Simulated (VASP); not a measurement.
# BiPt3 (Pm-3m) in VASP: a series of runs, part 2 of 2

VASP 6.6.1. Earlier steps stand in the parts before.

## (4) Single point, PBE

This run uses another cell than the first one, of 18.80 Å³/atom, 1.051 times its volume.

The input, INCAR:

```
ALGO     = Normal         # electronic algorithm
EDIFF    = 1E-6           # SCF threshold, eV
ENCUT    = 520            # plane-wave cutoff, eV
GGA      = PE             # functional
ISIF     = 2              # what is computed and relaxed
ISMEAR   = -1             # smearing method
LASPH    = T              # aspherical terms in the spheres
LCHARG   = F              # write CHGCAR
LREAL    = F              # projectors in reciprocal space
LWAVE    = F              # write WAVECAR
NBANDS   = 30             # bands
NELM     = 100            # most SCF steps
PREC     = Accurate       # precision mode
SIGMA    = 0.15           # smearing width, eV
```

The input, KPOINTS:

```
k-points
0
Gamma
  6 6 6
```

The input, POSCAR:

```
BiPt3
1.0
    4.2211007427      0.0000000000      0.0000000000
    0.0000000000      4.2211007427      0.0000000000
    0.0000000000      0.0000000000      4.2211007427
Bi Pt
1 3
Direct
    0.0000000000      0.0000000000      0.0000000000
    0.0000000000      0.5000000000      0.5000000000
    0.5000000000      0.0000000000      0.5000000000
    0.5000000000      0.5000000000      0.0000000000
```

Potentials or basis: VASP PAW PBE potentials, release 64 (Bi_d, Pt).

Launch:

```bash
$ cat potpaw_PBE.64/Bi_d/POTCAR potpaw_PBE.64/Pt/POTCAR > POTCAR
$ mpirun -np 1 vasp_std > vasp.out
```

OUTCAR:

```text
EDIFF = 1E-6
   ENCUT = 520
   GGA = PE
   ISIF = 2
   ISMEAR = -1
   LASPH = T
   LREAL = F
   NELM = 100
   PREC = Accurate

 ion  position               nearest neighbor table
   1  0.000  0.000  0.000-   2 2.98   3 2.98   4 2.98   2 2.98   3 2.98   2 2.98   4 2.98   2 2.98
                             3 2.98   4 2.98   3 2.98   4 2.98
   2  0.000  0.500  0.500-   1 2.98   3 2.98   4 2.98   1 2.98   4 2.98   1 2.98   3 2.98   1 2.98
                             3 2.98   4 2.98   4 2.98   3 2.98
[... 858 lines left out ...]
  --------------------------------------------------------------------------------------
  -------------------------------------------------------------------------------------
  Total       -2.2112510     -2.2112510     -2.2112510     -0.0000000      0.0000000     -0.0000000
  in kB      -47.1054833    -47.1054833    -47.1054833     -0.0000000      0.0000000     -0.0000000
  external PRESSURE =     -47.1054833 kB  Pullay stress =       0.0000000 kB

 VOLUME and BASIS-vectors are now :
 -----------------------------------------------------------------------------
  energy-cutoff  :      520.00
  volume of cell :       75.21
      direct lattice vectors                 reciprocal lattice vectors
     4.221100743  0.000000000  0.000000000     0.236905030  0.000000000  0.000000000
     0.000000000  4.221100743  0.000000000     0.000000000  0.236905030  0.000000000
     0.000000000  0.000000000  4.221100743     0.000000000  0.000000000  0.236905030

 POSITION                                       TOTAL-FORCE (eV/Angst)
 -----------------------------------------------------------------------------------
      0.00000      0.00000      0.00000         0.000000      0.000000      0.000000
      0.00000      2.11055      2.11055         0.000000      0.000000      0.000000
      2.11055      0.00000      2.11055         0.000000      0.000000      0.000000
      2.11055      2.11055      0.00000         0.000000      0.000000      0.000000
 -----------------------------------------------------------------------------------
    total drift:                                0.000000     -0.000000     -0.000000

  FREE ENERGIE OF THE ION-ELECTRON SYSTEM (eV)
  ---------------------------------------------------
  free  energy   TOTEN  =       -22.1634910885 eV

  energy  without entropy=      -21.9109909779  energy(sigma->0) =      -22.03724103
```

OSZICAR:

```text
N       E                     dE             d eps       ncg     rms          rms(c)
DAV:   1     0.410400975410E+03    0.41040E+03   -0.22034E+04  1200   0.166E+03
DAV:   2     0.105178429938E+02   -0.39988E+03   -0.37986E+03  1288   0.440E+02
DAV:   3    -0.218383851132E+02   -0.32356E+02   -0.30769E+02  1382   0.120E+02
DAV:   4    -0.228130678774E+02   -0.97468E+00   -0.97110E+00  1344   0.209E+01
DAV:   5    -0.228478756245E+02   -0.34808E-01   -0.34802E-01  1678   0.418E+00    0.120E+01
DAV:   6    -0.222543926675E+02    0.59348E+00   -0.17934E+00  1320   0.836E+00    0.663E+00
DAV:   7    -0.221756621862E+02    0.78730E-01   -0.10731E-01  1552   0.301E+00    0.329E+00
DAV:   8    -0.221649625998E+02    0.10700E-01   -0.59678E-02  1360   0.161E+00    0.498E-01
DAV:   9    -0.221635680944E+02    0.13945E-02   -0.90464E-03  1416   0.917E-01    0.799E-02
DAV:  10    -0.221634851141E+02    0.82980E-04   -0.46490E-04  1544   0.237E-01    0.323E-02
DAV:  11    -0.221634910301E+02   -0.59160E-05   -0.22508E-05  1444   0.317E-02    0.483E-03
DAV:  12    -0.221634910885E+02   -0.58340E-07   -0.21561E-06  1140   0.125E-02
   1 F= -.22163491E+02 E0= -.22037241E+02  d E =-.252500E+00
```

stdout:

```text
POSCAR found type information on POSCAR BiPt
 POSCAR found :  2 types and       4 ions
 scaLAPACK will be used
 LDA part: xc-table for (Slater+PW92), standard interpolation
 POSCAR, INCAR and KPOINTS ok, starting setup
 FFT: planning ... GRIDC
 FFT: planning ... GRID_SOFT
 FFT: planning ... GRID
 WAVECAR not read
 entering main loop
```

It used 79 s of CPU time on 1 thread of AMD EPYC 7R13 Processor (Zen 3) (shared host).

Results:

```
Free energy : -22.1635 eV
Pressure    : -4.7 GPa
```

Caveat: spin-orbit coupling is left out, which moves the levels of the heavy elements.

## (5) Single point, PBE

This run uses another cell than the first one, of 19.26 Å³/atom, 1.077 times its volume.

The input, INCAR:

```
SYSTEM = BiPt3
PREC = Accurate
ENCUT = 520
EDIFF = 1E-6
ISMEAR = -1
SIGMA = 0.15
LREAL = .False.
LASPH = .True.
NELM = 60
ALGO = Normal
ISIF = 2
LWAVE = .False.
LCHARG = .False.
GGA = PE
NBANDS = 30
```

The input, KPOINTS:

```
regular mesh
0
Gamma
  6 6 6
  0 0 0
```

The input, POSCAR:

```
BiPt3
1.0
    4.2551433478      0.0000000000      0.0000000000
    0.0000000000      4.2551433478      0.0000000000
    0.0000000000      0.0000000000      4.2551433478
Bi Pt
1 3
Direct
    0.0000000000      0.0000000000      0.0000000000
    0.0000000000      0.5000000000      0.5000000000
    0.5000000000      0.0000000000      0.5000000000
    0.5000000000      0.5000000000      0.0000000000
```

Launch:

```bash
$ cat potpaw_PBE.64/Bi_d/POTCAR potpaw_PBE.64/Pt/POTCAR > POTCAR
$ mpirun -np 1 vasp_std > vasp.out
```

It used 48 s of CPU time on 1 thread of AMD EPYC 7R13 Processor (Zen 3), on a shared host.

Results (log left out):

- Free energy: -22.0930 eV
- Pressure: -7.8 GPa

Levels at points of the mesh, in eV from the Fermi level:
```
           k point  band 20  band 21  band 22  band 23  band 24  band 25
(0.00, 0.00, 0.00)    -1.12    -0.93    -0.50    -0.08    -0.08    -0.08
(0.50, 0.00, 0.00)    -1.96    -1.03    -0.58    -0.08     2.45     2.45
(0.50, 0.50, 0.00)    -1.78    -1.76    -1.56     0.43     0.43     3.26
(0.50, 0.50, 0.50)    -1.76    -1.48    -0.42    -0.42    -0.42    -0.22
```

Caveat: spin-orbit coupling is left out, which moves the levels of the heavy elements.

## (6) Single point, PBE

This run uses another cell than the first one, of 20.18 Å³/atom, 1.128 times its volume.

The input, INCAR:

```
SYSTEM = BiPt3
PREC = Accurate ; ENCUT = 520
EDIFF = 1E-6 ; ISMEAR = -1
SIGMA = 0.15 ; LREAL = .FALSE.
LASPH = .TRUE. ; NELM = 100
ALGO = Normal ; ISIF = 2
LWAVE = .FALSE. ; LCHARG = .TRUE.
GGA = PE ; LELF = .TRUE.
LVHAR = .TRUE. ; NBANDS = 30
```

The input, KPOINTS:

```
Automatic mesh
0
G
  6 6 6
  0 0 0
```

The input, POSCAR:

```
BiPt3
1.0
    4.3216407034      0.0000000000      0.0000000000
    0.0000000000      4.3216407034      0.0000000000
    0.0000000000      0.0000000000      4.3216407034
Bi Pt
1 3
Direct
    0.0000000000      0.0000000000      0.0000000000
    0.0000000000      0.5000000000      0.5000000000
    0.5000000000      0.0000000000      0.5000000000
    0.5000000000      0.5000000000      0.0000000000
```

Potentials or basis: VASP PAW PBE potentials, release 64 (Bi_d, Pt).

Launch:

```bash
$ cat potpaw_PBE.64/Bi_d/POTCAR potpaw_PBE.64/Pt/POTCAR > POTCAR
$ mpirun -np 1 vasp_std > vasp.out
```

It used 78 s of CPU time on 1 thread of AMD EPYC 7R13 Processor (Zen 3) (shared host).

It converged, with:

```yaml
Free_energy: -21.8597 eV
Pressure: -12.6 GPa
```

Levels at points of the mesh, in eV from the Fermi level:
```
           k point  band 19  band 20  band 21  band 22  band 23  band 24  band 25  band 26
(0.00, 0.00, 0.00)    -1.07    -1.04    -1.04    -0.46    -0.08    -0.08    -0.08     4.58
(0.50, 0.00, 0.00)    -1.88    -1.80    -0.96    -0.64    -0.08     2.35     2.35     4.38
(0.50, 0.50, 0.00)    -2.03    -1.66    -1.64    -1.44     0.40     0.40     3.21     4.21
(0.50, 0.50, 0.50)    -1.64    -1.64    -1.50    -0.39    -0.39    -0.39    -0.02     2.50
```

Caveat: spin-orbit coupling is left out, which moves the levels of the heavy elements.

## (7) The runs side by side

| cell | gap on the mesh (eV) | pressure (GPa) |
| --- | --- | --- |
| a = 4.151 Å, 4 atoms | none | 3.1 |
| a = 4.186 Å, 4 atoms | none | -1.1 |
| a = 4.221 Å, 4 atoms | none | -4.7 |
| a = 4.255 Å, 4 atoms | none | -7.8 |
| a = 4.322 Å, 4 atoms | none | -12.6 |

Alike in all rows: task single point; level PBE; potentials or basis VASP PAW PBE potentials, release 64 (Bi_d, Pt); no spin polarisation; k mesh 6 × 6 × 6; cutoff (eV) 520; smearing fermi-dirac 0.15 eV.

Caveats: spin-orbit coupling is left out, which moves the levels of the heavy elements.

Total energies depend on the potentials used, so only differences within one code and one set of settings carry meaning.
